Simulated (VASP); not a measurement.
Input of a VASP 6.6.1 run:

INCAR

```
SYSTEM = Ir
  PREC = Accurate
  ENCUT = 520
  EDIFF = 1E-7
  ISMEAR = 0
  SIGMA = 0.1
  LREAL = .FALSE.
  LASPH = .TRUE.
  NELM = 100
  ALGO = Fast
  ISIF = 2
  LWAVE = .FALSE.
  LCHARG = .TRUE.
  GGA = PE
  LELF = .TRUE.
  LVHAR = .TRUE.
  NBANDS = 10
```

Contents of KPOINTS:

```
regular mesh
0
G
  8 8 8
  0 0 0
```

File POSCAR:

```
Ir
1.0
    0.0000000000      1.9379612704      1.9379612704
    1.9379612704      0.0000000000      1.9379612704
    1.9379612704      1.9379612704      0.0000000000
Ir
1
Direct
    0.0000000000      0.0000000000      0.0000000000
```

Potentials or basis: VASP PAW PBE potentials, release 64 (Ir).

Launch:

```sh
$ cat potpaw_PBE.64/Ir/POTCAR > POTCAR
$ mpirun -np 1 vasp_std > vasp.out
```

**Question.** Estimate the pressure.

**Answer.** 0.4 GPa.
